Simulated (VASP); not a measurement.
Here is a VASP 6.6.1 calculation.

INCAR

```
SYSTEM = Si2N
PREC = Accurate ; ENCUT = 600
EDIFF = 1E-6 ; ISMEAR = 0
SIGMA = 0.1 ; LREAL = .FALSE.
LASPH = .TRUE. ; NELM = 100
ALGO = Normal ; ISIF = 3
LWAVE = .FALSE. ; LCHARG = .FALSE.
GGA = PE ; IBRION = 2
NSW = 100 ; EDIFFG = -0.01
```

File KPOINTS:

```
Automatic mesh
0
G
  12 12 16
  0 0 0
```

File POSCAR:

```
Si2N
1.0
    3.8929337992      0.0000000000      0.0000000000
   -1.9464668996      3.3713795653      0.0000000000
    0.0000000000      0.0000000000      3.0200505863
Si N
2 1
Direct
    0.3333333333      0.6666666667      0.5000000000
    0.6666666667      0.3333333333      0.5000000000
    0.0000000000      0.0000000000      0.0000000000
```

Potentials or basis: VASP PAW PBE potentials, release 64 (Si, N).

Run with:

```console
$ cat potpaw_PBE.64/Si/POTCAR potpaw_PBE.64/N/POTCAR > POTCAR
$ mpirun -np 1 vasp_std > vasp.out
```

**Question.** Estimate the relaxed cell.

**Answer.** a = 3.890 Å, b = 3.890 Å, c = 3.036 Å, α = 90.00°, β = 90.00°, γ = 120.00°.

**Question.** Predict the relaxed volume.

**Answer.** 13.26 Å³/atom.

**Question.** Predict the space group after relaxing (to 0.05 Å).

**Answer.** P6/mmm (No. 191).

The path:
```
step  energy change (eV)  largest force (eV/Å)  pressure (GPa)  volume (Å³)
   1              0.0000                0.0000            0.13        39.64
   2             -0.0001                0.0000            0.03        39.70
   3             -0.0002                0.0000           -0.11        39.80
   4             -0.0002                0.0000           -0.13        39.81
   5             -0.0002                0.0000            0.13        39.76
   6             -0.0002                0.0000            0.01        39.79
```
